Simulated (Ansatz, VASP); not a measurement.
Ge2H in VASP and in Ansatz

File INCAR:

```
PREC     = Accurate       # precision mode
ENCUT    = 520            # plane-wave cutoff, eV
EDIFF    = 1E-6           # SCF threshold, eV
ISMEAR   = 0              # smearing method
SIGMA    = 0.1            # smearing width, eV
LREAL    = F              # projectors in reciprocal space
LASPH    = T              # aspherical terms in the spheres
NELM     = 150            # most SCF steps
ALGO     = Normal         # electronic algorithm
ISIF     = 2              # what is computed and relaxed
LWAVE    = F              # write WAVECAR
LCHARG   = F              # write CHGCAR
ISPIN    = 2              # spin polarisation
MAGMOM   = 0 0 1          # initial moments
LORBIT   = 11             # projections on sites
LDIPOL   = T            
IDIPOL   = 3            
DIPOL    = 0.5 0.5 0.300
GGA      = PE             # functional
IVDW     = 12             # dispersion correction
NBANDS   = 26             # bands
```

The input KPOINTS:

```
regular mesh
0
Gamma
  9 9 1
```

File POSCAR:

```
Ge2H
1.0
    4.0226895460      0.0000000000      0.0000000000
   -2.0113447730      3.4837513384      0.0000000000
    0.0000000000      0.0000000000     17.6842610184
Ge H
2 1
Direct
    0.3333333333      0.6666666667      0.2648830513
    0.6666666667      0.3333333333      0.2261898304
    1.0000000000      0.0000000000      0.4102100173
```

Input for Ansatz:

```yaml
crystal:
  lattice:
    - [4.022689546, 0.0, 0.0]
    - [-2.011344773, 3.4837513384, 0.0]
    - [0.0, 0.0, 17.6842610184]
  atoms:
    - { symbol: Ge, position: [0.3333333333, 0.6666666667, 0.2648830513] }
    - { symbol: Ge, position: [0.6666666667, 0.3333333333, 0.2261898304] }
    - { symbol: H, position: [1.0, 0.0, 0.4102100173], spin: 1.0 }
basis:
  ecutwfc: 420
kpoints:
  mp_grid: { grid: [9, 9, 1] }
hamiltonian:
  xc: pbe
  pseudopotentials: { kind: paw, azcp: { folder: soft_1 } }
  dispersion: d3bj
scf:
  occupations: { method: gaussian, width: 0.1 }
output:
  forces: true
  eigenvalues: true
  populations: true
magnetization:
  spin_polarized: true
efield:
  axis: 3
  dipole_correction: true
  ramp_width: 0.04
```

Alike in both runs: task single point; functional PBE; dispersion D3(BJ); k mesh 9 × 9 × 1; occupations gaussian, width 0.1 eV; collinear spin.

|  | VASP | Ansatz |
| --- | --- | --- |
| version | VASP 6.6.1 | Ansatz 0.2.0 |
| potentials or method | VASP PAW PBE potentials, release 64 (Ge_d, H), cutoff 520 eV | scalar-relativistic, plane waves, PAW |
| valence electrons in the cell | 29 | 29 |

VASP gave:

```
gap on the k mesh at the Fermi level (eV)                     : 0.03
least direct gap on the mesh (eV)                             : 0.03
rms of the force components (eV/Å)                            : 0.041
net moment per atom (μB)                                      : 0.34
size of the moment on the site where the two differ most (μB) : 0.37
```

Task: Which values does Ansatz return?

Result: gap on the k mesh at the Fermi level (eV): 0.03; least direct gap on the mesh (eV): 0.03; rms of the force components (eV/Å): 0.040; net moment per atom (μB): 0.34; size of the moment on the site where the two differ most (μB): 0.89.

Site moments also hang on the region over which each program counts them. Atom by atom the forces differ by 0.000 eV/Å (rms over components).
